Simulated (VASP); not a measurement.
# AlGa3N4 (P-43m) in VASP: notebook

AlGa3N4 is run at these levels: r2SCAN; tasks: relaxation of cell and atoms, relaxation of the atoms.

Program: VASP 6.6.1. These are calculated values, not measurements. Logs are shortened: lines on timing, memory, paths and dates and some standing lists are left out, and cuts for length are marked.

## 1. The cell of the first run

Symmetry: P-43m, No. 215, cubic system. Conventional cell: a = 4.472 Å, b = 4.472 Å, c = 4.472 Å, α = 90.00°, β = 90.00°, γ = 90.00°. Within 2.5 Å of Al (site symmetry -43m) lie 4 N at 1.89 Å. Ga (site symmetry -42m) has 4 N at 1.95 Å within 2.6 Å. N (site symmetry 3m) has 1 Al at 1.89 Å and 3 Ga at 1.95 Å within 2.5 Å.

## 2. Relaxation of cell and atoms, r2SCAN

The input, POSCAR:

```
AlGa3N4
1.0
    4.4716853600      0.0000000000      0.0000000000
    0.0000000000      4.4716853600      0.0000000000
    0.0000000000      0.0000000000      4.4716853600
Al Ga N
1 3 4
Direct
    0.0000000000      0.0000000000      0.0000000000
    0.5000000000      0.5000000000      0.0000000000
    0.5000000000      0.0000000000      0.5000000000
    0.0000000000      0.5000000000      0.5000000000
    0.7557144200      0.7557144200      0.2442855800
    0.7557144200      0.2442855800      0.7557144200
    0.2442855800      0.7557144200      0.7557144200
    0.2442855800      0.2442855800      0.2442855800
```

The input, INCAR.step1:

```
SYSTEM = AlGa3N4
PREC     = Accurate       ! precision mode
ENCUT    = 600            ! plane-wave cutoff, eV
ISMEAR   = 0              ! smearing method
SIGMA    = 0.02           ! smearing width, eV
LREAL    = .False.        ! projectors in reciprocal space
LASPH    = .True.         ! aspherical terms in the spheres
NELM     = 80             ! most SCF steps
GGA      = PE             ! functional
ALGO     = Normal         ! electronic algorithm
EDIFF    = 1E-4           ! SCF threshold, eV
LWAVE    = .True.         ! write WAVECAR
LCHARG   = .False.        ! write CHGCAR
LUSENCCL = .False.
```

The input, INCAR.step2:

```
SYSTEM = AlGa3N4
PREC     = Accurate       ! precision mode
ENCUT    = 600            ! plane-wave cutoff, eV
EDIFF    = 1E-7           ! SCF threshold, eV
ISMEAR   = 0              ! smearing method
SIGMA    = 0.02           ! smearing width, eV
LREAL    = .False.        ! projectors in reciprocal space
LASPH    = .True.         ! aspherical terms in the spheres
NELM     = 80             ! most SCF steps
ALGO     = Normal         ! electronic algorithm
ISIF     = 3              ! what is computed and relaxed
LWAVE    = .False.        ! write WAVECAR
LCHARG   = .False.        ! write CHGCAR
METAGGA  = R2SCAN         ! meta-GGA
LMIXTAU  = .True.       
IBRION   = 2              ! ionic algorithm
NSW      = 100            ! ionic steps
EDIFFG   = -0.005         ! ionic threshold
ISTART   = 1            
LUSENCCL = .False.
```

The input, KPOINTS:

```
regular mesh
0
Gamma
  6 6 6
  0 0 0
```

Potentials or basis: VASP PAW PBE potentials, release 64 (Al, Ga_d, N).

Run with:

```console
$ cat potpaw_PBE.64/Al/POTCAR potpaw_PBE.64/Ga_d/POTCAR potpaw_PBE.64/N/POTCAR > POTCAR
$ cp INCAR.step1 INCAR
$ mpirun -np 1 vasp_std > vasp.out
$ cp INCAR.step2 INCAR
$ mpirun -np 1 vasp_std > vasp.out
```

OUTCAR:

```text
SYSTEM = AlGa3N4
   PREC = Accurate
   ENCUT = 600
   EDIFF = 1E-7
   ISMEAR = 0
   LREAL = .False.
   LASPH = .True.
   NELM = 80
   ISIF = 3
   METAGGA = R2SCAN
   IBRION = 2
   NSW = 100
   EDIFFG = -0.005
   ISTART = 1

 ion  position               nearest neighbor table
   1  0.000  0.000  0.000-   5 1.89   6 1.89   7 1.89   8 1.89
   2  0.500  0.500  0.000-   5 1.95   6 1.95   7 1.95   8 1.95
   3  0.500  0.000  0.500-   5 1.95   6 1.95   7 1.95   8 1.95
   4  0.000  0.500  0.500-   5 1.95   6 1.95   7 1.95   8 1.95
   5  0.756  0.756  0.244-   1 1.89   2 1.95   3 1.95   4 1.95
   6  0.756  0.244  0.756-   1 1.89   2 1.95   3 1.95   4 1.95
   7  0.244  0.756  0.756-   1 1.89   2 1.95   3 1.95   4 1.95
   8  0.244  0.244  0.244-   1 1.89   2 1.95   3 1.95   4 1.95

  LATTYP: Found a simple cubic cell.
 ALAT       =     4.4716853600

  Lattice vectors:

 A1 = (   4.4716853600,   0.0000000000,   0.0000000000)
 A2 = (   0.0000000000,   4.4716853600,   0.0000000000)
 A3 = (   0.0000000000,   0.0000000000,   4.4716853600)

Analysis of symmetry for initial positions (statically):
=====================================================================
 Subroutine PRICEL returns:
 Original cell was already a primitive cell.

 Routine SETGRP: Setting up the symmetry group for a
 simple cubic supercell.

 Subroutine GETGRP returns: Found 24 space group operations
 (whereof 24 operations were pure point group operations)
 out of a pool of 48 trial point group operations.

The static configuration has the point symmetry T_d .

Analysis of symmetry for dynamics (positions and initial velocities):
=====================================================================
 Subroutine PRICEL returns:
 Original cell was already a primitive cell.

 Routine SETGRP: Setting up the symmetry group for a
 simple cubic supercell.

 Subroutine GETGRP returns: Found 24 space group operations
 (whereof 24 operations were pure point group operations)
 out of a pool of 48 trial point group operations.

The dynamic configuration has the point symmetry T_d .

 Subroutine INISYM returns: Found 24 space group operations
 (whereof 24 operations are pure point group operations),
 and found     1 'primitive' translations

----------------------------------------------------------------------------------------

                                     Primitive cell

  volume of cell :      89.4157

  direct lattice vectors                    reciprocal lattice vectors
     4.471685360  0.000000000  0.000000000     0.223629330  0.000000000  0.000000000
     0.000000000  4.471685360  0.000000000     0.000000000  0.223629330  0.000000000
     0.000000000  0.000000000  4.471685360     0.000000000  0.000000000  0.223629330

  length of vectors
     4.471685360  4.471685360  4.471685360     0.223629330  0.223629330  0.223629330

  position of ions in fractional coordinates (direct lattice)
     0.000000000  0.000000000  0.000000000
     0.500000000  0.500000000  0.000000000
     0.500000000  0.000000000  0.500000000
     0.000000000  0.500000000  0.500000000
     0.755714420  0.755714420  0.244285580
     0.755714420  0.244285580  0.755714420
     0.244285580  0.755714420  0.755714420
     0.244285580  0.244285580  0.244285580

  ion indices of the primitive-cell ions
   primitive index   ion index
                 1           1
                 2           2
                 3           3
                 4           4
                 5           5
                 6           6
                 7           7
                 8           8

----------------------------------------------------------------------------------------

 KPOINTS: regular mesh

Automatic generation of k-mesh.
 Grid dimensions read from file:
 generate k-points for:    6    6    6

 Generating k-lattice:

  Cartesian coordinates                     Fractional coordinates (reciprocal lattice)
     0.037271555  0.000000000  0.000000000     0.166666667  0.000000000  0.000000000
     0.000000000  0.037271555  0.000000000     0.000000000  0.166666667  0.000000000
     0.000000000  0.000000000  0.037271555     0.000000000  0.000000000  0.166666667

  Length of vectors
     0.037271555  0.037271555  0.037271555

  Shift w.r.t. Gamma in fractional coordinates (k-lattice)
     0.000000000  0.000000000  0.000000000

 Subroutine IBZKPT returns following result:
 ===========================================

 Found     20 irreducible k-points:

 Following reciprocal coordinates:
            Coordinates               Weight
  0.000000  0.000000  0.000000      1.000000
  0.166667  0.000000  0.000000      6.000000
  0.333333  0.000000  0.000000      6.000000
  0.500000  0.000000  0.000000      3.000000
  0.166667  0.166667  0.000000     12.000000
  0.333333  0.166667  0.000000     24.000000
[... 12 lines left out ...]
  0.500000  0.500000  0.333333      6.000000
  0.500000  0.500000  0.500000      1.000000
   k-points           NKPTS =     20   k-points in BZ     NKDIM =     20   number of bands    NBANDS=     37
   number of dos      NEDOS =    301   number of ions     NIONS =      8
   total plane-waves  NPLWV =  46656
   dimension x,y,z NGX =    36 NGY =   36 NGZ =   36
   dimension x,y,z NGXF=    72 NGYF=   72 NGZF=   72
   ions per type =               1   3   4
   NGX,Y,Z   is equivalent  to a cutoff of  13.38, 13.38, 13.38 a.u.
   NGXF,Y,Z  is equivalent  to a cutoff of  26.77, 26.77, 26.77 a.u.
 SYSTEM =  AlGa3N4
   PREC   = accura    normal or accurate (medium, high low for compatibility)
   ISTART =      1    job   : 0-new  1-cont  2-samecut
   ICHARG =      0    charge: 1-file 2-atom 10-const
   ISPIN  =      1    spin polarized calculation?
   LNONCOLLINEAR =      F non collinear calculations
   LSORBIT =      F    spin-orbit coupling
   LASPH  =      T    aspherical Exc in radial PAW
   ENCUT  =  600.0 eV  44.10 Ry    6.64 a.u.   8.93  8.93  8.93*2*pi/ulx,y,z
   NELM   =     80;   NELMIN=  2; NELMDL=  0     # of ELM steps
   EDIFF  = 0.1E-06   stopping-criterion for ELM
   LREAL  =      F    real-space projection
   EDIFFG = -.5E-02   stopping-criterion for IOM
   NSW    =    100    number of steps for IOM
   IBRION =      2    ionic relax: 0-MD 1-quasi-New 2-CG
   NFREE  =      1    steps in history (QN), initial steepest desc. (CG)
   ISIF   =      3    stress and relaxation
   ISYM   =      2    0-nonsym 1-usesym 2-fastsym
   POTIM  = 0.5000    time-step for ionic-motion
   TEBEG  =    0.0;   TEEND  =   0.0 temperature during run
   PSTRESS=    0.0 pullay stress
   NELECT =      62.0000    total number of electrons
   NUPDOWN=      -1.0000    fix difference up-down
   EMIN   =  10.00;   EMAX   =-10.00  energy-range for DOS
   EFERMI =   0.00;   METHOD = LEGACY
   ISMEAR =     0;   SIGMA  =   0.02  broadening in eV -4-tet -1-fermi 0-gaus
   EFERMI_NEDOS =   21; number of points for ismear=-14 and -15
   IALGO  =     38    algorithm
   IMIX   =      4    mixing-type and parameters
     AMIX     =   0.40;   BMIX     =  1.00
     AMIX_MAG =   1.60;   BMIX_MAG =  1.00
  volume/ion in A,a.u.               =      11.18        75.43
  Fermi-wavevector in a.u.,A,eV,Ry     =   1.448997  2.738207 28.566688  2.099592
  Thomas-Fermi vector in A             =   2.566774
   LORBIT       =      0    0 simple, 1 ext, 2 COOP (PROOUT), +10 PAW based schemes
   METAGGA = R2SCAN    functional components
   LHFCALC =     F    Hartree Fock is set to
   AEXX    =    0.0000 exact exchange contribution
   IVDW    =     0    specifies the selected vdW correction
   LEPSILON=     F    determine dielectric tensor
   LRPA    =     F    only Hartree local field effects (RPA)
 conjugate gradient relaxation of ions
 non-spin polarized calculation
 Gauss-broadening in eV      SIGMA  =   0.02
  energy-cutoff  :      600.00
  volume of cell :       89.42
 maximum number of plane-waves:      3016
 NGX is ok and might be reduce to    36
   NGX = 17   NGY = 17   NGZ = 17

--------------------------------------- Ionic step        1  -------------------------------------------

 number of electron      61.9999968 magnetization

 Free energy of the ion-electron system (eV)
  ---------------------------------------------------
  ext. energy  EPLUGINS =         0.00000000
  ---------------------------------------------------
  free energy    TOTEN  =       -84.86810292 eV

  energy without entropy =      -84.86810292  energy(sigma->0) =      -84.86810292

------------------------ aborting loop because EDIFF is reached ----------------------------------------

  FORCE on cell =-STRESS in cart. coord.  units (eV):
  Direction    XX          YY          ZZ          XY          YZ          ZX
  --------------------------------------------------------------------------------------
  -------------------------------------------------------------------------------------
  Total       -0.1022186     -0.1022186     -0.1022186      0.0000000      0.0000000     -0.0000000
  in kB       -1.8315841     -1.8315841     -1.8315841      0.0000000      0.0000000     -0.0000000
  external PRESSURE =      -1.8315841 kB  Pullay stress =       0.0000000 kB

 VOLUME and BASIS-vectors are now :
 -----------------------------------------------------------------------------
  energy-cutoff  :      600.00
  volume of cell :       89.42
      direct lattice vectors                 reciprocal lattice vectors
     4.471685360  0.000000000  0.000000000     0.223629330  0.000000000  0.000000000
     0.000000000  4.471685360  0.000000000     0.000000000  0.223629330  0.000000000
     0.000000000  0.000000000  4.471685360     0.000000000  0.000000000  0.223629330
[... 43 lines left out ...]
 POSITION                                       TOTAL-FORCE (eV/Angst)
 -----------------------------------------------------------------------------------
      0.00000      4.46893     -0.00000        -0.000000      0.000000      0.000000
      2.23446      2.23446     -0.00000        -0.000000     -0.000000      0.000000
      2.23446      4.46893      2.23446        -0.000000     -0.000000      0.000000
      4.46893      2.23446      2.23446        -0.000000      0.000000      0.000000
      3.37740      3.37740      1.09153        -0.000814     -0.000814      0.000814
      3.37740      1.09153      3.37740        -0.000814      0.000814     -0.000814
      1.09153      3.37740      3.37740         0.000814     -0.000814     -0.000814
      1.09153      1.09153      1.09153         0.000814      0.000814      0.000814
 -----------------------------------------------------------------------------------
    total drift:                               -0.000000     -0.000000     -0.000000

  FREE ENERGIE OF THE ION-ELECTRON SYSTEM (eV)
  ---------------------------------------------------
  free  energy   TOTEN  =       -84.8681126951 eV

  energy  without entropy=      -84.8681126951  energy(sigma->0) =      -84.86811270

--------------------------------------- Ionic step        3  -------------------------------------------

 number of electron      61.9999967 magnetization

 Free energy of the ion-electron system (eV)
  ---------------------------------------------------
  ext. energy  EPLUGINS =         0.00000000
  ---------------------------------------------------
  free energy    TOTEN  =       -84.86815712 eV

  energy without entropy =      -84.86815712  energy(sigma->0) =      -84.86815712

 E-fermi :   5.2792     XC(G=0): -12.3637

 val. band max:        5.1490452506   @ k =   0.0000   0.0000   0.0000
 cond. band min:       7.9446336868   @ k =   0.0000   0.0000   0.0000
 fundamental gap:      2.7955884362
 Fermi energy:         5.2791699092

 k-point     1 :       0.0000    0.0000    0.0000
  band No.  band energies     occupation
      1     -11.3135      2.00000
      2      -9.9346      2.00000
      3      -9.9346      2.00000
      4      -9.9346      2.00000
      5      -8.3556      2.00000
      6      -8.3556      2.00000
[... 811 lines left out ...]
 POSITION                                       TOTAL-FORCE (eV/Angst)
 -----------------------------------------------------------------------------------
      4.47020     -0.00000     -0.00000        -0.000000     -0.000000     -0.000000
      2.23510      2.23510     -0.00000        -0.000000     -0.000000     -0.000000
      2.23510     -0.00000      2.23510        -0.000000     -0.000000     -0.000000
      0.00000      2.23510      2.23510        -0.000000     -0.000000     -0.000000
      3.37829      3.37829      1.09192         0.001121      0.001121     -0.001121
      3.37829      1.09192      3.37829         0.001121     -0.001121      0.001121
      1.09192      3.37829      3.37829        -0.001121      0.001121      0.001121
      1.09192      1.09192      1.09192        -0.001121     -0.001121     -0.001121
 -----------------------------------------------------------------------------------
    total drift:                               -0.000000     -0.000000     -0.000000

  FREE ENERGIE OF THE ION-ELECTRON SYSTEM (eV)
  ---------------------------------------------------
  free  energy   TOTEN  =       -84.8681571171 eV

  energy  without entropy=      -84.8681571171  energy(sigma->0) =      -84.86815712

 reached required accuracy - stopping structural energy minimisation
```

It took 2.5 min on 1 × NVIDIA H100 80GB with 1 thread of AMD EPYC 7R13 (Zen 3), shared host; peak memory 1.3 GiB.

Results:

```
Free energy                           : -84.8682 eV
Relaxed volume                        : 11.17 Å³/atom
Relaxed cell                          : a = 4.470 Å, b = 4.470 Å, c = 4.470 Å, α = 90.00°, β = 90.00°, γ = 90.00°
Space group after relaxing (to 0.1 Å) : P-43m (No. 215)
Energy gained by relaxing             : 0.0 meV/atom
Ionic steps                           : 3
Pressure after relaxing               : 0.0 GPa
Band gap on the k mesh                : 2.80 eV
```

Final structure:
```cif
data_structure
_symmetry_space_group_name_H-M 'P 1'
_symmetry_Int_Tables_number 1
_cell_length_a 4.4702
_cell_length_b 4.4702
_cell_length_c 4.4702
_cell_angle_alpha 90.000
_cell_angle_beta 90.000
_cell_angle_gamma 90.000
_cell_volume 89.33
loop_
_atom_site_label
_atom_site_type_symbol
_atom_site_fract_x
_atom_site_fract_y
_atom_site_fract_z
_atom_site_occupancy
Al1 Al 0.00000 0.00000 0.00000 1
Ga1 Ga 0.50000 0.50000 0.00000 1
Ga2 Ga 0.50000 0.00000 0.50000 1
Ga3 Ga 0.00000 0.50000 0.50000 1
N1 N 0.75573 0.75573 0.24427 1
N2 N 0.75573 0.24427 0.75573 1
N3 N 0.24427 0.75573 0.75573 1
N4 N 0.24427 0.24427 0.24427 1
```

Caveat: the PAW data sets were made with another functional, which shifts forces and pressure a little.

## 3. Relaxation of the atoms, r2SCAN (9.79 Å³/atom)

This run uses another cell than the first one, of 9.79 Å³/atom.

The input, POSCAR:

```
AlGa3N4
1.0
    4.2790680085      0.0000000000      0.0000000000
    0.0000000000      4.2790680085      0.0000000000
    0.0000000000      0.0000000000      4.2790680085
Al Ga N
1 3 4
Direct
    0.0000000000      0.0000000000      0.0000000000
    0.5000000000      0.5000000000      0.0000000000
    0.5000000000      0.0000000000      0.5000000000
    0.0000000000      0.5000000000      0.5000000000
    0.7554235771      0.7554235771      0.2445764229
    0.7554235771      0.2445764229      0.7554235771
    0.2445764229      0.7554235771      0.7554235771
    0.2445764229      0.2445764229      0.2445764229
```

The input, INCAR.step1:

```
SYSTEM = AlGa3N4
PREC = Accurate
ENCUT = 520
ISMEAR = 0
SIGMA = 0.02
LREAL = .FALSE.
LASPH = .TRUE.
NELM = 60
GGA = PE
ALGO = Normal
EDIFF = 1E-4
LWAVE = .TRUE.
LCHARG = .FALSE.
```

The input, INCAR.step2:

```
SYSTEM = AlGa3N4
PREC = Accurate
ENCUT = 520
EDIFF = 1E-6
ISMEAR = 0
SIGMA = 0.02
LREAL = .FALSE.
LASPH = .TRUE.
NELM = 60
ALGO = Normal
ISIF = 2
LWAVE = .FALSE.
LCHARG = .FALSE.
METAGGA = R2SCAN
LMIXTAU = .TRUE.
IBRION = 2
NSW = 50
EDIFFG = -0.01
ISTART = 1
```

The input, KPOINTS:

```
Automatic mesh
0
G
  6 6 6
  0 0 0
```

Potentials or basis: VASP PAW PBE potentials, release 64 (Al, Ga_d, N).

Run with:

```console
$ cat potpaw_PBE.64/Al/POTCAR potpaw_PBE.64/Ga_d/POTCAR potpaw_PBE.64/N/POTCAR > POTCAR
$ cp INCAR.step1 INCAR
$ mpirun -np 1 vasp_std > vasp.out
$ cp INCAR.step2 INCAR
$ mpirun -np 1 vasp_std > vasp.out
```

Run time: 11 min. Hardware: 1 thread of Oxide Virtual Turin-like, shared host; peak memory 0.19 GiB.

Results (log left out):

```yaml
Free_energy: -83.7911 eV
Energy_gained_by_relaxing: 0.1 meV/atom
Ionic_steps: 3
Pressure_after_relaxing: 34.5 GPa
Band_gap_on_the_k_mesh: 3.76 eV
```

The path:
```tsv
step	energy change (eV)	largest force (eV/Å)	pressure (GPa)
1	0.0000	0.1288	34.54
2	-0.0005	0.0931	34.52
3	-0.0009	0.0004	34.54
```

Final structure:
```cif
data_structure
_symmetry_space_group_name_H-M 'P 1'
_symmetry_Int_Tables_number 1
_cell_length_a 4.2791
_cell_length_b 4.2791
_cell_length_c 4.2791
_cell_angle_alpha 90.000
_cell_angle_beta 90.000
_cell_angle_gamma 90.000
_cell_volume 78.35
loop_
_atom_site_label
_atom_site_type_symbol
_atom_site_fract_x
_atom_site_fract_y
_atom_site_fract_z
_atom_site_occupancy
Al1 Al 0.00000 0.00000 0.00000 1
Ga1 Ga 0.50000 0.50000 0.00000 1
Ga2 Ga 0.50000 0.00000 0.50000 1
Ga3 Ga 0.00000 0.50000 0.50000 1
N1 N 0.75591 0.75591 0.24409 1
N2 N 0.75591 0.24409 0.75591 1
N3 N 0.24409 0.75591 0.75591 1
N4 N 0.24409 0.24409 0.24409 1
```

Levels at points of the mesh, in eV from the valence-band top:
```csv
k point,band 29,band 30,band 31,band 32,band 33,band 34
"(0.00, 0.00, 0.00)",0.00,0.00,0.00,3.76,4.03,4.03
"(0.50, 0.00, 0.00)",-1.78,-1.36,-1.36,6.02,6.14,7.11
"(0.50, 0.50, 0.00)",-1.11,-1.11,-0.66,8.18,8.33,8.63
"(0.50, 0.50, 0.50)",-0.75,-0.75,-0.75,6.60,6.60,6.60
```

Caveat: the PAW data sets were made with another functional, which shifts forces and pressure a little. A k mesh can miss the band edges.
